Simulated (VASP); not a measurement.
Runs of VASP 6.6.1 on RuCl2. The structure is that of space group P-3m1 (No. 164), or close to it. The cells are those of the table. 

```tsv
cell	gap on the mesh (eV)	pressure (GPa)	largest force (eV/Å)
a = 3.550, b = 3.550, c = 5.726 Å, angles 90.0, 90.0, 120.0°, 3 atoms	(c)	-6.0	1.62
a = 3.526, b = 3.526, c = 5.688 Å, angles 90.0, 90.0, 120.0°, 3 atoms	0.62	(b)	1.51
a = 3.502, b = 3.502, c = 5.649 Å, angles 90.0, 90.0, 120.0°, 3 atoms	0.63	-3.3	1.38
a = 3.477, b = 3.477, c = 5.609 Å, angles 90.0, 90.0, 120.0°, 3 atoms	0.65	(a)	1.25
```

Alike in all rows: task single point; level PBE; potentials or basis VASP PAW PBE potentials, release 64 (Ru_pv, Cl); no spin polarisation; k mesh 9 × 9 × 5; cutoff (eV) 520; smearing fermi-dirac 0.05 eV.

Problem. Estimate the missing entries.

Solution. (a) -1.7; (b) -4.8; (c) 0.60.

Caveats: an odd mesh through Γ misses points on the zone boundary, where band edges can lie; forces of over 1 eV/Å act on the atoms, so gaps and moduli don't describe the material at rest; the cell stands under tension (at least some runs).

A k mesh can miss the band edges, and the runs leave out spin-orbit coupling on Ru.
